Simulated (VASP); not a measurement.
# Cu in VASP: notebook

Runs on Cu. Level: PBE. Tasks: single point.

Everything below comes from runs of VASP 6.6.1. Logs are shortened: lines on timing, memory, paths and dates and some standing lists are left out, and cuts for length are marked.

## 1. The cell of the first run

The structure is trigonal, space group R-3m (No. 166). The conventional cell has a = 2.705 Å, b = 2.705 Å, c = 5.903 Å, α = 90.00°, β = 90.00°, γ = 120.00°. Cu (site symmetry -3m) has 12 Cu at 2.51 to 2.71 Å within 3.3 Å.

## 2. Single point, PBE

INCAR reads:

```
SYSTEM = Cu
ALGO = Fast
EDIFF = 1E-7
ENCUT = 520
GGA = PE
ISIF = 2
ISMEAR = 0
LASPH = .TRUE.
LCHARG = .FALSE.
LREAL = .FALSE.
LWAVE = .FALSE.
NBANDS = 30
NELM = 80
PREC = Accurate
SIGMA = 0.1
```

KPOINTS reads:

```
k-points
0
G
  9 9 17
  0 0 0
```

POSCAR reads:

```
Cu
1.0
    5.4100282322      0.0000000000      0.0000000000
   -2.7050141161      4.6852218843      0.0000000000
   -1.3525070581      0.7808703141      1.9676427226
Cu
4
Direct
    0.0000000000      0.5000000000      0.0000000000
    0.5000000000      0.5000000000      0.0000000000
    0.0000000000      0.0000000000      0.0000000000
    0.5000000000      0.0000000000      0.0000000000
```

Potentials or basis: VASP PAW PBE potentials, release 64 (Cu).

The run is started by

```console
$ cat potpaw_PBE.64/Cu/POTCAR > POTCAR
$ mpirun -np 1 vasp_std > vasp.out
```

OUTCAR:

```text
SYSTEM = Cu
   EDIFF = 1E-7
   ENCUT = 520
   GGA = PE
   ISIF = 2
   ISMEAR = 0
   LASPH = .TRUE.
   LREAL = .FALSE.
   NELM = 80
   PREC = Accurate

 ion  position               nearest neighbor table
   1  0.000  0.500  0.000-   3 2.51   3 2.51   2 2.51   2 2.51   2 2.71   2 2.71   3 2.71   3 2.71
                             4 2.71   4 2.71
   2  0.500  0.500  0.000-   4 2.51   4 2.51   1 2.51   1 2.51   1 2.71   1 2.71   4 2.71   3 2.71
                             4 2.71   3 2.71
   3  0.000  0.000  0.000-   1 2.51   1 2.51   4 2.51   4 2.51   4 2.71   4 2.71   1 2.71   2 2.71
                             1 2.71   2 2.71
   4  0.500  0.000  0.000-   2 2.51   2 2.51   3 2.51   3 2.51   3 2.71   3 2.71   2 2.71   2 2.71
                             1 2.71   1 2.71

  LATTYP: Found a base centered monoclinic cell.
 ALAT       =     7.3831573303
 B/A-ratio  =     0.7327526680
 C/A-ratio  =     0.3402475303
 COS(beta)  =    -0.1085282601

  Lattice vectors:

 A1 = (   1.3525070580,  -3.9043515702,   1.9676427226)
 A2 = (   4.0575211741,   0.7808703141,   1.9676427226)
 A3 = (  -1.3525070581,   0.7808703141,   1.9676427226)

Analysis of symmetry for initial positions (statically):
=====================================================================
 Subroutine PRICEL returns following result:

  LATTYP: Found a trigonal (rhomboedric) cell.
 ALAT       =     2.5121010476
 COS(alpha) =     0.4202578634

  Lattice vectors:

 A1 = (  -0.0000000001,  -1.5617406281,   1.9676427226)
 A2 = (   1.3525070580,   0.7808703141,   1.9676427226)
 A3 = (  -1.3525070581,   0.7808703141,   1.9676427226)

   4 primitive cells build up your supercell.

 Routine SETGRP: Setting up the symmetry group for a
 base centered monoclinic supercell.

 Subroutine GETGRP returns: Found  4 space group operations
 (whereof  4 operations were pure point group operations)
 out of a pool of  4 trial point group operations.

The static configuration has the point symmetry C_2h.

Analysis of symmetry for dynamics (positions and initial velocities):
=====================================================================
 Subroutine PRICEL returns following result:

  LATTYP: Found a trigonal (rhomboedric) cell.
 ALAT       =     2.5121010476
 COS(alpha) =     0.4202578634

  Lattice vectors:

 A1 = (  -0.0000000001,  -1.5617406281,   1.9676427226)
 A2 = (   1.3525070580,   0.7808703141,   1.9676427226)
 A3 = (  -1.3525070581,   0.7808703141,   1.9676427226)

   4 primitive cells build up your supercell.

 Routine SETGRP: Setting up the symmetry group for a
 base centered monoclinic supercell.

 Subroutine GETGRP returns: Found  4 space group operations
 (whereof  4 operations were pure point group operations)
 out of a pool of  4 trial point group operations.

The dynamic configuration has the point symmetry C_2h.

 Subroutine INISYM returns: Found  4 space group operations
 (whereof  4 operations are pure point group operations),
 and found     4 'primitive' translations

----------------------------------------------------------------------------------------

                                     Primitive cell

  volume of cell :      12.4685

  direct lattice vectors                    reciprocal lattice vectors
    -0.000000000 -1.561740628  1.967642723     0.000000000 -0.426874127  0.169407449
     1.352507058  0.780870314  1.967642723     0.369683838  0.213437063  0.169407449
    -1.352507058  0.780870314  1.967642723    -0.369683838  0.213437063  0.169407449

  length of vectors
     2.512101048  2.512101048  2.512101048     0.459260714  0.459260714  0.459260714

  position of ions in fractional coordinates (direct lattice)
     0.000000000  1.000000000  0.000000000

  ion indices of the primitive-cell ions
   primitive index   ion index
                 1           1

----------------------------------------------------------------------------------------

 KPOINTS: k-points

Automatic generation of k-mesh.
 Grid dimensions read from file:
 generate k-points for:    9    9   17

 Generating k-lattice:

  Cartesian coordinates                     Fractional coordinates (reciprocal lattice)
     0.020537991  0.011857615  0.009411525     0.111111111 -0.000000000  0.000000000
     0.000000000  0.023715229 -0.009411525     0.000000000  0.111111111  0.000000000
     0.000000000  0.000000000  0.029895432     0.000000000  0.000000000  0.058823529

  Length of vectors
     0.025514484  0.025514484  0.029895432

  Shift w.r.t. Gamma in fractional coordinates (k-lattice)
     0.000000000  0.000000000  0.000000000

 Subroutine IBZKPT returns following result:
 ===========================================

 Found    385 irreducible k-points:

 Following reciprocal coordinates:
            Coordinates               Weight
  0.000000  0.000000  0.000000      1.000000
  0.111111 -0.000000 -0.000000      4.000000
  0.222222  0.000000 -0.000000      4.000000
  0.333333  0.000000 -0.000000      4.000000
  0.444444  0.000000 -0.000000      4.000000
  0.111111  0.111111 -0.000000      2.000000
[... 16 lines left out ...]
 -0.333333  0.333333  0.000000      2.000000
  0.444444  0.444444 -0.000000      2.000000
 [... further k-points ...]
   k-points           NKPTS =    385   k-points in BZ     NKDIM =    385   number of bands    NBANDS=     30
   number of dos      NEDOS =    301   number of ions     NIONS =      4
   total plane-waves  NPLWV =  32000
   dimension x,y,z NGX =    40 NGY =   40 NGZ =   20
   dimension x,y,z NGXF=    80 NGYF=   80 NGZF=   40
   ions per type =               4
   NGX,Y,Z   is equivalent  to a cutoff of  12.29, 12.29, 13.24 a.u.
   NGXF,Y,Z  is equivalent  to a cutoff of  24.58, 24.58, 26.47 a.u.
 SYSTEM =  Cu
   PREC   = accura    normal or accurate (medium, high low for compatibility)
   ISTART =      0    job   : 0-new  1-cont  2-samecut
   ICHARG =      2    charge: 1-file 2-atom 10-const
   ISPIN  =      1    spin polarized calculation?
   LNONCOLLINEAR =      F non collinear calculations
   LSORBIT =      F    spin-orbit coupling
   LASPH  =      T    aspherical Exc in radial PAW
   ENCUT  =  520.0 eV  38.22 Ry    6.18 a.u.  10.06 10.06  4.67*2*pi/ulx,y,z
   NELM   =     80;   NELMIN=  2; NELMDL= -5     # of ELM steps
   EDIFF  = 0.1E-06   stopping-criterion for ELM
   LREAL  =      F    real-space projection
   EDIFFG = 0.1E-05   stopping-criterion for IOM
   NSW    =      0    number of steps for IOM
   IBRION =     -1    ionic relax: 0-MD 1-quasi-New 2-CG
   NFREE  =      0    steps in history (QN), initial steepest desc. (CG)
   ISIF   =      2    stress and relaxation
   ISYM   =      2    0-nonsym 1-usesym 2-fastsym
   POTIM  = 0.5000    time-step for ionic-motion
   TEBEG  =    0.0;   TEEND  =   0.0 temperature during run
   PSTRESS=    0.0 pullay stress
   NELECT =      44.0000    total number of electrons
   NUPDOWN=      -1.0000    fix difference up-down
   EMIN   =  10.00;   EMAX   =-10.00  energy-range for DOS
   EFERMI =   0.00;   METHOD = LEGACY
   ISMEAR =     0;   SIGMA  =   0.10  broadening in eV -4-tet -1-fermi 0-gaus
   EFERMI_NEDOS =   21; number of points for ismear=-14 and -15
   IALGO  =     68    algorithm
   IMIX   =      4    mixing-type and parameters
     AMIX     =   0.40;   BMIX     =  1.00
     AMIX_MAG =   1.60;   BMIX_MAG =  1.00
  volume/ion in A,a.u.               =      12.47        84.14
  Fermi-wavevector in a.u.,A,eV,Ry     =   1.570123  2.967103 33.542266  2.465287
  Thomas-Fermi vector in A             =   2.671903
   LORBIT       =      0    0 simple, 1 ext, 2 COOP (PROOUT), +10 PAW based schemes
   GGA     = PE    functional components
   LHFCALC =     F    Hartree Fock is set to
   AEXX    =    0.0000 exact exchange contribution
   IVDW    =     0    specifies the selected vdW correction
   LEPSILON=     F    determine dielectric tensor
   LRPA    =     F    only Hartree local field effects (RPA)
 non-spin polarized calculation
 RMM-DIIS sequential band-by-band and
 Gauss-broadening in eV      SIGMA  =   0.10
  energy-cutoff  :      520.00
  volume of cell :       49.87
 maximum number of plane-waves:      1358
   NGX = 19   NGY = 19   NGZ =  9

 number of electron      44.0000036 magnetization

 Free energy of the ion-electron system (eV)
  ---------------------------------------------------
  ext. energy  EPLUGINS =         0.00000000
  ---------------------------------------------------
  free energy    TOTEN  =       -14.72350969 eV

  energy without entropy =      -14.71766568  energy(sigma->0) =      -14.72058769

 E-fermi :   6.9809     XC(G=0): -12.4065

 val. band max:        6.9656442772   @ k =  -0.4444   0.4444   0.1765
 cond. band min:       6.9817106566   @ k =  -0.3333   0.1111   0.1765
 fundamental gap:      0.0160663794
 Fermi energy:         6.9809237953

 k-point     1 :       0.0000    0.0000    0.0000
  band No.  band energies     occupation
      1      -2.0113      2.00000
      2       2.0649      2.00000
      3       2.0649      2.00000
      4       2.3540      2.00000
      5       2.7603      2.00000
      6       3.7123      2.00000
[... 22 lines left out ...]
     29      21.5803      0.00000
     30      23.1996      0.00000

 k-point     2 :       0.1111   -0.0000   -0.0000
  band No.  band energies     occupation
      1      -1.9085      2.00000
      2       1.9864      2.00000
      3       2.1182      2.00000
      4       2.3829      2.00000
      5       2.7837      2.00000
      6       3.7058      2.00000
[... 22 lines left out ...]
     29      21.7151      0.00000
     30      23.9820      0.00000

 k-point     3 :       0.2222    0.0000   -0.0000
  band No.  band energies     occupation
      1      -1.6034      2.00000
      2       1.6951      2.00000
      3       2.2678      2.00000
      4       2.4658      2.00000
      5       2.8516      2.00000
      6       3.6753      2.00000
[... 22 lines left out ...]
     29      22.1113      0.00000
     30      24.2865      0.00000

 k-point     4 :       0.3333    0.0000   -0.0000
  band No.  band energies     occupation
      1      -1.1070      2.00000
      2       1.1107      2.00000
      3       2.4748      2.00000
      4       2.5843      2.00000
      5       2.9605      2.00000
      6       3.5757      2.00000
[... 22 lines left out ...]
     29      21.9642      0.00000
     30      22.1063      0.00000

 k-point     5 :       0.4444    0.0000   -0.0000
  band No.  band energies     occupation
      1      -0.4436      2.00000
      2       0.3340      2.00000
      3       2.6486      2.00000
      4       2.6798      2.00000
      5       3.1206      2.00000
      6       3.3496      2.00000
[... 22 lines left out ...]
     29      19.3205      0.00000
     30      20.0326      0.00000
[... 526 lines left out ...]
     29      19.6599      0.00000
     30      20.2290      0.00000

 k-point    22 :      -0.4444    0.3333   -0.0000
  band No.  band energies     occupation
      1      -0.2468      2.00000
      2       1.6588      2.00000
      3       1.6654      2.00000
      4       2.5991      2.00000
      5       3.1823      2.00000
      6       3.5291      2.00000
[... 22 lines left out ...]
     29      20.2039      0.00000
     30      21.8380      0.00000

 k-point    23 :      -0.3333    0.3333    0.0000
  band No.  band energies     occupation
      1      -0.7400      2.00000
      2       1.9533      2.00000
      3       2.1911      2.00000
      4       2.1911      2.00000
      5       3.0737      2.00000
      6       3.6379      2.00000
[... 22 lines left out ...]
     29      20.3832      0.00000
     30      20.3832      0.00000

 k-point    24 :       0.4444    0.4444   -0.0000
  band No.  band energies     occupation
      1       0.7279      2.00000
      2       0.7279      2.00000
      3       1.6271      2.00000
      4       2.6661      2.00000
      5       3.3823      2.00000
      6       3.3823      2.00000
[... 22 lines left out ...]
     29      20.7535      0.00000
     30      20.7535      0.00000

 [... further k-points ...]

------------------------ aborting loop because EDIFF is reached ----------------------------------------

  FORCE on cell =-STRESS in cart. coord.  units (eV):
  Direction    XX          YY          ZZ          XY          YZ          ZX
  --------------------------------------------------------------------------------------
  -------------------------------------------------------------------------------------
  Total       -2.2945054     -2.2891177      1.9037836      0.0046659      0.0220305     -0.0381580
  in kB      -73.7095454    -73.5364669     61.1578535      0.1498903      0.7077170     -1.2258028
  external PRESSURE =     -28.6960529 kB  Pullay stress =       0.0000000 kB

 VOLUME and BASIS-vectors are now :
 -----------------------------------------------------------------------------
  energy-cutoff  :      520.00
  volume of cell :       49.87
      direct lattice vectors                 reciprocal lattice vectors
     5.410028232  0.000000000  0.000000000     0.184841919  0.106718532  0.084703724
    -2.705014116  4.685221884  0.000000000     0.000000000  0.213437063 -0.084703724
    -1.352507058  0.780870314  1.967642723     0.000000000  0.000000000  0.508222346

 POSITION                                       TOTAL-FORCE (eV/Angst)
 -----------------------------------------------------------------------------------
     -1.35251      2.34261      0.00000         0.000000     -0.000000     -0.000000
      1.35251      2.34261      0.00000        -0.000000     -0.000000     -0.000000
      0.00000      0.00000      0.00000         0.000000      0.000000     -0.000000
      2.70501      0.00000      0.00000        -0.000000     -0.000000      0.000000
 -----------------------------------------------------------------------------------
    total drift:                                0.000000      0.000000     -0.000000

  FREE ENERGIE OF THE ION-ELECTRON SYSTEM (eV)
  ---------------------------------------------------
  free  energy   TOTEN  =       -14.7235096935 eV

  energy  without entropy=      -14.7176656839  energy(sigma->0) =      -14.72058769
```

It took 5.8 min on 1 thread of Intel Xeon 6975P-C (Granite Rapids), shared host; peak memory 0.49 GiB.

What came out:

| Quantity | Value |
| --- | --- |
| Free energy | -14.7235 eV |
| Pressure | -2.9 GPa |
| Band gap on the k mesh | zero (band 22 reaches 10.33 eV, above the bottom of band 23 at 5.24 eV) |

Levels at points of the mesh, in eV from the Fermi level:
| k point | band 18 | band 19 | band 20 | band 21 | band 22 | band 23 | band 24 | band 25 | band 26 | band 27 |
| --- | --- | --- | --- | --- | --- | --- | --- | --- | --- | --- |
| (0.00, 0.00, 0.00) | -1.59 | -1.59 | -1.56 | -1.41 | -1.20 | -1.20 | 1.55 | 2.99 | 2.99 | 6.78 |

## 3. Single point, PBE

This run uses another cell than the first one, of 12.76 Å³/atom, 1.023 times its volume.

INCAR reads:

```
SYSTEM = Cu
PREC = Accurate ; ENCUT = 520
EDIFF = 1E-7 ; ISMEAR = 0
SIGMA = 0.1 ; LREAL = .False.
LASPH = .True. ; NELM = 100
ALGO = Fast ; ISIF = 2
LWAVE = .False. ; LCHARG = .False.
GGA = PE ; NBANDS = 30
```

KPOINTS reads:

```
Automatic mesh
0
Gamma
  9 9 17
  0 0 0
```

POSCAR reads:

```
Cu
1.0
    5.4100251365      0.0000017873     -0.0057875474
   -2.7050110204      4.6852200970      0.0057875473
   -1.3546109737      0.7820850103      2.0148272685
Cu
4
Direct
    0.0000000000      0.5000000000      0.0000000000
    0.5000000000      0.5000000000      0.0000000000
    0.0000000000      0.0000000000      0.0000000000
    0.5000000000      0.0000000000      0.0000000000
```

Potentials or basis: VASP PAW PBE potentials, release 64 (Cu).

The run is started by

```console
$ cat potpaw_PBE.64/Cu/POTCAR > POTCAR
$ mpirun -np 1 vasp_std > vasp.out
```

It took 6.1 min on 1 thread of Intel Xeon 6975P-C (Granite Rapids), shared host; peak memory 0.5 GiB.

The run converged. Its results:

```
Free energy            : -14.7465 eV
Pressure               : -6.3 GPa
Band gap on the k mesh : zero (band 22 reaches 9.83 eV, above the bottom of band 23 at 5.00 eV)
```

Stress tensor (GPa, compression positive):
```
-9.72  0.12  0.01
 0.12 -9.58  0.00
 0.01  0.00  0.44
```

Levels at points of the mesh, in eV from the Fermi level:
```
           k point  band 19  band 20  band 21  band 22  band 23  band 24  band 25  band 26
(0.00, 0.00, 0.00)    -1.58    -1.54    -1.43    -1.07    -1.07     1.56     2.97     2.97
```
